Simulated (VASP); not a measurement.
# ScGaCl6 in VASP: notebook

Runs on ScGaCl6. Level: PBEsol. Tasks: single point.

Everything below comes from runs of VASP 6.6.1. Logs are shortened: lines on timing, memory, paths and dates and some standing lists are left out, and cuts for length are marked.

### 1 The cell of the first run

Symmetry: R-3, No. 148, trigonal system. The conventional cell has a = 6.099 Å, b = 6.099 Å, c = 16.548 Å, α = 90.00°, β = 90.00°, γ = 120.00°. Sc (site symmetry -3) has 6 Cl at 2.48 Å within 3.3 Å. Ga (site symmetry -3) has 6 Cl at 2.37 Å within 3.1 Å. Within 3.1 Å of Cl (site symmetry 1) lie 1 Ga at 2.37 Å and 1 Sc at 2.48 Å.

### 2 Single point, PBEsol

INCAR

```
SYSTEM = ScGaCl6
PREC     = Accurate       ! precision mode
ENCUT    = 520            ! plane-wave cutoff, eV
EDIFF    = 1E-7           ! SCF threshold, eV
ISMEAR   = -1             ! smearing method
SIGMA    = 0.03           ! smearing width, eV
LREAL    = .False.        ! projectors in reciprocal space
LASPH    = .True.         ! aspherical terms in the spheres
NELM     = 100            ! most SCF steps
ALGO     = Normal         ! electronic algorithm
ISIF     = 2              ! what is computed and relaxed
LWAVE    = .False.        ! write WAVECAR
LCHARG   = .False.        ! write CHGCAR
GGA      = PS             ! functional
NBANDS   = 43             ! bands
```

KPOINTS

```
Automatic mesh
0
Gamma
  4 4 4
  0 0 0
```

POSCAR

```
ScGaCl6
1.0
    3.0495752512      1.7606730922      5.5161590200
   -3.0495752512      1.7606730922      5.5161590200
    0.0000000000     -3.5213461844      5.5161590200
Sc Ga Cl
1 1 6
Direct
    0.5000000000      0.5000000000      0.5000000000
    0.0000000000      0.0000000000      0.0000000000
    0.6021124636      0.9113160094      0.2414208998
    0.9113160094      0.2414208998      0.6021124636
    0.7585791002      0.3978875364      0.0886839906
    0.0886839906      0.7585791002      0.3978875364
    0.3978875364      0.0886839906      0.7585791002
    0.2414208998      0.6021124636      0.9113160094
```

Potentials or basis: VASP PAW PBE potentials, release 64 (Sc_sv, Ga_d, Cl).

Started as:

```console
$ cat potpaw_PBE.64/Sc_sv/POTCAR potpaw_PBE.64/Ga_d/POTCAR potpaw_PBE.64/Cl/POTCAR > POTCAR
$ mpirun -np 1 vasp_std > vasp.out
```

OUTCAR:

```text
SYSTEM = ScGaCl6
   PREC = Accurate
   ENCUT = 520
   EDIFF = 1E-7
   ISMEAR = -1
   LREAL = .False.
   LASPH = .True.
   NELM = 100
   ISIF = 2
   GGA = PS

 ion  position               nearest neighbor table
   1  0.500  0.500  0.500-   4 2.48   6 2.48   5 2.48   8 2.48   7 2.48   3 2.48
   2  0.000  0.000  0.000-   5 2.37   8 2.37   6 2.37   4 2.37   7 2.37   3 2.37
   3  0.602  0.911  0.241-   2 2.37   1 2.48
   4  0.911  0.241  0.602-   2 2.37   1 2.48
   5  0.759  0.398  0.089-   2 2.37   1 2.48
   6  0.089  0.759  0.398-   2 2.37   1 2.48
   7  0.398  0.089  0.759-   2 2.37   1 2.48
   8  0.241  0.602  0.911-   2 2.37   1 2.48

  LATTYP: Found a trigonal (rhomboedric) cell.
 ALAT       =     6.5443020471
 COS(alpha) =     0.5657077961

  Lattice vectors:

 A1 = (   3.0495752512,   1.7606730922,   5.5161590200)
 A2 = (  -3.0495752512,   1.7606730922,   5.5161590200)
 A3 = (   0.0000000000,  -3.5213461844,   5.5161590200)

Analysis of symmetry for initial positions (statically):
=====================================================================
 Subroutine PRICEL returns:
 Original cell was already a primitive cell.

 Routine SETGRP: Setting up the symmetry group for a
 trigonal (rhombohedral) supercell.

 Subroutine GETGRP returns: Found  6 space group operations
 (whereof  6 operations were pure point group operations)
 out of a pool of 12 trial point group operations.

The static configuration has the point symmetry S_6 .

Analysis of symmetry for dynamics (positions and initial velocities):
=====================================================================
 Subroutine PRICEL returns:
 Original cell was already a primitive cell.

 Routine SETGRP: Setting up the symmetry group for a
 trigonal (rhombohedral) supercell.

 Subroutine GETGRP returns: Found  6 space group operations
 (whereof  6 operations were pure point group operations)
 out of a pool of 12 trial point group operations.

The dynamic configuration has the point symmetry S_6 .

 Subroutine INISYM returns: Found  6 space group operations
 (whereof  6 operations are pure point group operations),
 and found     1 'primitive' translations

----------------------------------------------------------------------------------------

                                     Primitive cell

  volume of cell :     177.7076

  direct lattice vectors                    reciprocal lattice vectors
     3.049575251  1.760673092  5.516159020     0.163957259  0.094660768  0.060428521
    -3.049575251  1.760673092  5.516159020    -0.163957259  0.094660768  0.060428521
     0.000000000 -3.521346184  5.516159020     0.000000000 -0.189321536  0.060428521

  length of vectors
     6.544302047  6.544302047  6.544302047     0.198731603  0.198731603  0.198731603

  position of ions in fractional coordinates (direct lattice)
     0.500000000  0.500000000  0.500000000
     0.000000000  0.000000000  0.000000000
     0.602112464  0.911316009  0.241420900
     0.911316009  0.241420900  0.602112464
     0.758579100  0.397887536  0.088683991
     0.088683991  0.758579100  0.397887536
     0.397887536  0.088683991  0.758579100
     0.241420900  0.602112464  0.911316009

  ion indices of the primitive-cell ions
   primitive index   ion index
                 1           1
                 2           2
                 3           3
                 4           4
                 5           5
                 6           6
                 7           7
                 8           8

----------------------------------------------------------------------------------------

 KPOINTS: Automatic mesh

Automatic generation of k-mesh.
 Grid dimensions read from file:
 generate k-points for:    4    4    4

 Generating k-lattice:

  Cartesian coordinates                     Fractional coordinates (reciprocal lattice)
     0.040989315  0.023665192  0.015107130     0.250000000  0.000000000  0.000000000
    -0.040989315  0.023665192  0.015107130     0.000000000  0.250000000  0.000000000
     0.000000000 -0.047330384  0.015107130     0.000000000  0.000000000  0.250000000

  Length of vectors
     0.049682901  0.049682901  0.049682901

  Shift w.r.t. Gamma in fractional coordinates (k-lattice)
     0.000000000  0.000000000  0.000000000

 Subroutine IBZKPT returns following result:
 ===========================================

 Found     14 irreducible k-points:

 Following reciprocal coordinates:
            Coordinates               Weight
  0.000000  0.000000  0.000000      1.000000
  0.250000  0.000000  0.000000      6.000000
  0.500000  0.000000  0.000000      3.000000
  0.250000  0.250000  0.000000      6.000000
  0.500000  0.250000  0.000000      6.000000
  0.500000 -0.000000 -0.250000      6.000000
 -0.250000  0.250000  0.000000      6.000000
  0.500000  0.500000  0.000000      3.000000
  0.250000  0.250000  0.250000      2.000000
  0.500000  0.250000  0.250000      6.000000
 -0.250000  0.250000  0.250000      6.000000
  0.500000  0.500000  0.250000      6.000000
 -0.250000  0.500000  0.250000      6.000000
  0.500000  0.500000  0.500000      1.000000
   k-points           NKPTS =     14   k-points in BZ     NKDIM =     14   number of bands    NBANDS=     43
   number of dos      NEDOS =    301   number of ions     NIONS =      8
   total plane-waves  NPLWV = 125000
   dimension x,y,z NGX =    50 NGY =   50 NGZ =   50
   dimension x,y,z NGXF=   100 NGYF=  100 NGZF=  100
   ions per type =               1   1   6
   NGX,Y,Z   is equivalent  to a cutoff of  12.70, 12.70, 12.70 a.u.
   NGXF,Y,Z  is equivalent  to a cutoff of  25.40, 25.40, 25.40 a.u.
 SYSTEM =  ScGaCl6
   PREC   = accura    normal or accurate (medium, high low for compatibility)
   ISTART =      0    job   : 0-new  1-cont  2-samecut
   ICHARG =      2    charge: 1-file 2-atom 10-const
   ISPIN  =      1    spin polarized calculation?
   LNONCOLLINEAR =      F non collinear calculations
   LSORBIT =      F    spin-orbit coupling
   LASPH  =      T    aspherical Exc in radial PAW
   ENCUT  =  520.0 eV  38.22 Ry    6.18 a.u.  12.17 12.17 12.17*2*pi/ulx,y,z
   NELM   =    100;   NELMIN=  2; NELMDL= -5     # of ELM steps
   EDIFF  = 0.1E-06   stopping-criterion for ELM
   LREAL  =      F    real-space projection
   EDIFFG = 0.1E-05   stopping-criterion for IOM
   NSW    =      0    number of steps for IOM
   IBRION =     -1    ionic relax: 0-MD 1-quasi-New 2-CG
   NFREE  =      0    steps in history (QN), initial steepest desc. (CG)
   ISIF   =      2    stress and relaxation
   ISYM   =      2    0-nonsym 1-usesym 2-fastsym
   POTIM  = 0.5000    time-step for ionic-motion
   TEBEG  =    0.0;   TEEND  =   0.0 temperature during run
   PSTRESS=    0.0 pullay stress
   NELECT =      66.0000    total number of electrons
   NUPDOWN=      -1.0000    fix difference up-down
   EMIN   =  10.00;   EMAX   =-10.00  energy-range for DOS
   EFERMI =   0.00;   METHOD = LEGACY
   ISMEAR =    -1;   SIGMA  =   0.03  broadening in eV -4-tet -1-fermi 0-gaus
   EFERMI_NEDOS =   21; number of points for ismear=-14 and -15
   IALGO  =     38    algorithm
   IMIX   =      4    mixing-type and parameters
     AMIX     =   0.40;   BMIX     =  1.00
     AMIX_MAG =   1.60;   BMIX_MAG =  1.00
  volume/ion in A,a.u.               =      22.21       149.90
  Fermi-wavevector in a.u.,A,eV,Ry     =   1.176759  2.223752 18.840820  1.384761
  Thomas-Fermi vector in A             =   2.313117
   LORBIT       =      0    0 simple, 1 ext, 2 COOP (PROOUT), +10 PAW based schemes
   GGA     = PS    functional components
   LHFCALC =     F    Hartree Fock is set to
   AEXX    =    0.0000 exact exchange contribution
   IVDW    =     0    specifies the selected vdW correction
   LEPSILON=     F    determine dielectric tensor
   LRPA    =     F    only Hartree local field effects (RPA)
 non-spin polarized calculation
  energy-cutoff  :      520.00
  volume of cell :      177.71
 maximum number of plane-waves:      4832
 NGX is ok and might be reduce to    50
   NGX = 25   NGY = 25   NGZ = 25

 number of electron      66.0000004 magnetization

 Free energy of the ion-electron system (eV)
  ---------------------------------------------------
  ext. energy  EPLUGINS =         0.00000000
  ---------------------------------------------------
  free energy    TOTEN  =       -33.97491484 eV

  energy without entropy =      -33.97491484  energy(sigma->0) =      -33.97491484

 E-fermi :   1.9145     XC(G=0):  -9.3618

 val. band max:        1.1459646952   @ k =   0.0000   0.0000   0.0000
 cond. band min:       3.5506609337   @ k =   0.5000   0.5000   0.0000
 fundamental gap:      2.4046962385
 Fermi energy:         1.9144935014

 k-point     1 :       0.0000    0.0000    0.0000
  band No.  band energies     occupation
      1     -47.2514      2.00000
      2     -25.9766      2.00000
      3     -25.9766      2.00000
      4     -25.9432      2.00000
      5     -13.3711      2.00000
      6     -13.1184      2.00000
[... 35 lines left out ...]
     42       8.5097      0.00000
     43       8.8963      0.00000

 k-point     2 :       0.2500    0.0000    0.0000
  band No.  band energies     occupation
      1     -47.2514      2.00000
      2     -25.9768      2.00000
      3     -25.9766      2.00000
      4     -25.9432      2.00000
      5     -13.2233      2.00000
      6     -13.1138      2.00000
[... 35 lines left out ...]
     42       8.8950      0.00000
     43       9.7542      0.00000

 k-point     3 :       0.5000    0.0000    0.0000
  band No.  band energies     occupation
      1     -47.2514      2.00000
      2     -25.9770      2.00000
      3     -25.9767      2.00000
      4     -25.9432      2.00000
      5     -13.1275      2.00000
      6     -13.0958      2.00000
[... 459 lines left out ...]
      6     -13.1025      2.00000
[... 35 lines left out ...]
     42       9.0493      0.00000
     43      10.2001      0.00000

 k-point    14 :       0.5000    0.5000    0.5000
  band No.  band energies     occupation
      1     -47.2514      2.00000
      2     -25.9766      2.00000
      3     -25.9766      2.00000
      4     -25.9435      2.00000
      5     -13.0924      2.00000
      6     -13.0924      2.00000
[... 35 lines left out ...]
     42      10.0532      0.00000
     43      10.0565      0.00000

------------------------ aborting loop because EDIFF is reached ----------------------------------------

  FORCE on cell =-STRESS in cart. coord.  units (eV):
  Direction    XX          YY          ZZ          XY          YZ          ZX
  --------------------------------------------------------------------------------------
  -------------------------------------------------------------------------------------
  Total        0.0118546      0.0118546      0.0671816      0.0000000      0.0000000     -0.0000000
  in kB        0.1068786      0.1068786      0.6056963      0.0000001      0.0000000     -0.0000000
  external PRESSURE =       0.2731512 kB  Pullay stress =       0.0000000 kB

 VOLUME and BASIS-vectors are now :
 -----------------------------------------------------------------------------
  energy-cutoff  :      520.00
  volume of cell :      177.71
      direct lattice vectors                 reciprocal lattice vectors
     3.049575251  1.760673092  5.516159020     0.163957259  0.094660768  0.060428521
    -3.049575251  1.760673092  5.516159020    -0.163957259  0.094660768  0.060428521
     0.000000000 -3.521346184  5.516159020     0.000000000 -0.189321536  0.060428521

 POSITION                                       TOTAL-FORCE (eV/Angst)
 -----------------------------------------------------------------------------------
      0.00000      0.00000      8.27424        -0.000000     -0.000000     -0.000000
      0.00000      0.00000      0.00000        -0.000000     -0.000000     -0.000000
     -0.94294      1.81453      9.68003        -0.009058      0.014394      0.014777
      2.04290     -0.09065      9.68003         0.016994      0.000648      0.014777
      1.09996      1.72387      6.86845         0.007936      0.015041     -0.014777
     -2.04290      0.09065      6.86845        -0.016994     -0.000648     -0.014777
      0.94294     -1.81453      6.86845         0.009058     -0.014394     -0.014777
     -1.09996     -1.72387      9.68003        -0.007936     -0.015041      0.014777
 -----------------------------------------------------------------------------------
    total drift:                               -0.000000      0.000000      0.000000

  FREE ENERGIE OF THE ION-ELECTRON SYSTEM (eV)
  ---------------------------------------------------
  free  energy   TOTEN  =       -33.9749148436 eV

  energy  without entropy=      -33.9749148436  energy(sigma->0) =      -33.97491484
```

Run time: 4.4 min. Hardware: 1 thread of Oxide Virtual Turin-like, shared host; peak memory 0.36 GiB.

What came out:

* Free energy: -33.9749 eV
* Pressure: 0.0 GPa
* Largest force: 0.023 eV/Å
* Band gap on the k mesh: 2.40 eV (least direct gap 2.74 eV)

Forces in eV/Å, atoms in the order of the input:
```
Sc   0.000  0.000  0.000
Ga   0.000  0.000  0.000
Cl  -0.009  0.014  0.015
Cl   0.017  0.001  0.015
Cl   0.008  0.015 -0.015
Cl  -0.017 -0.001 -0.015
Cl   0.009 -0.014 -0.015
Cl  -0.008 -0.015  0.015
```

Levels at points of the mesh, in eV from the valence-band top:
```tsv
k point	band 31	band 32	band 33	band 34	band 35	band 36
(0.00, 0.00, 0.00)	-0.15	-0.15	0.00	3.21	3.69	3.69
(0.50, 0.00, 0.00)	-0.46	-0.40	-0.17	3.34	3.54	3.57
(0.50, 0.50, 0.00)	-0.62	-0.41	-0.34	2.40	3.62	3.77
(0.50, 0.50, 0.50)	-0.47	-0.25	-0.25	3.62	3.62	3.70
```

Caveat: the PAW data sets were made with another functional, which shifts forces and pressure a little. A k mesh can miss the band edges.

### 3 Single point, PBEsol

INCAR

```
  PREC = Accurate
  ENCUT = 520
  EDIFF = 1E-6
  ISMEAR = -1
  SIGMA = 0.05
  LREAL = False
  LASPH = True
  NELM = 60
  ALGO = Normal
  ISIF = 2
  LWAVE = False
  LCHARG = False
  GGA = PS
  NBANDS = 43
```

KPOINTS

```
regular mesh
0
Gamma
  4 4 4
```

POSCAR

```
ScGaCl6
1.0
    3.0463278425      1.7588556302      5.5203936919
   -3.0479614004      1.7594639585      5.5210325533
   -0.0002522943     -3.5159060398      5.5199539369
Sc Ga Cl
1 1 6
Direct
    0.5007472946      0.5061043434      0.5005420605
    0.0007487063      0.0061158978      0.0005394278
    0.6026168330      0.9177376110      0.2421174919
    0.9124768528      0.2476116483      0.6023236954
    0.7592299937      0.4042521340      0.0888189385
    0.0890164387      0.7646651094      0.3987597054
    0.3988910309      0.0944641206      0.7589890058
    0.2422607629      0.6079815717      0.9122620254
```

Potentials or basis: VASP PAW PBE potentials, release 64 (Sc_sv, Ga_d, Cl).

Started as:

```console
$ cat potpaw_PBE.64/Sc_sv/POTCAR potpaw_PBE.64/Ga_d/POTCAR potpaw_PBE.64/Cl/POTCAR > POTCAR
$ mpirun -np 1 vasp_std > vasp.out
```

Run time: 10 min. Hardware: 1 thread of Oxide Virtual Turin-like, shared host; peak memory 0.45 GiB.

The run converged. Its results:

```
Free energy            : -33.9750 eV
Pressure               : 0.0 GPa
Largest force          : 0.016 eV/Å
Band gap on the k mesh : 2.41 eV (least direct gap 2.75 eV)
```

Forces in eV/Å, atoms in the order of the input:
```
Sc   0.000  0.000  0.000
Ga   0.000  0.000  0.000
Cl  -0.010  0.010  0.008
Cl   0.013  0.004  0.008
Cl   0.004  0.013 -0.008
Cl  -0.013 -0.004 -0.008
Cl   0.010 -0.010 -0.008
Cl  -0.004 -0.013  0.008
```

Levels at points of the mesh, in eV from the valence-band top:
```
           k point  band 30  band 31  band 32  band 33  band 34  band 35  band 36  band 37
(0.00, 0.00, 0.00)    -0.34    -0.14    -0.14     0.00     3.22     3.69     3.69     3.91
(0.50, 0.00, 0.00)    -0.55    -0.46    -0.40    -0.17     3.34     3.54     3.57     3.67
(0.00, 0.50, 0.00)    -0.55    -0.46    -0.40    -0.17     3.34     3.54     3.57     3.67
(0.50, 0.50, 0.00)    -0.78    -0.62    -0.41    -0.34     2.41     3.62     3.77     4.30
(0.00, 0.00, 0.50)    -0.55    -0.46    -0.40    -0.17     3.34     3.54     3.57     3.67
(0.50, 0.00, 0.50)    -0.78    -0.62    -0.41    -0.34     2.41     3.62     3.77     4.30
(0.00, 0.50, 0.50)    -0.78    -0.62    -0.41    -0.34     2.41     3.62     3.77     4.30
(0.50, 0.50, 0.50)    -0.47    -0.46    -0.25    -0.24     3.62     3.62     3.70     3.74
```

Caveat: the PAW data sets were made with another functional, which shifts forces and pressure a little.
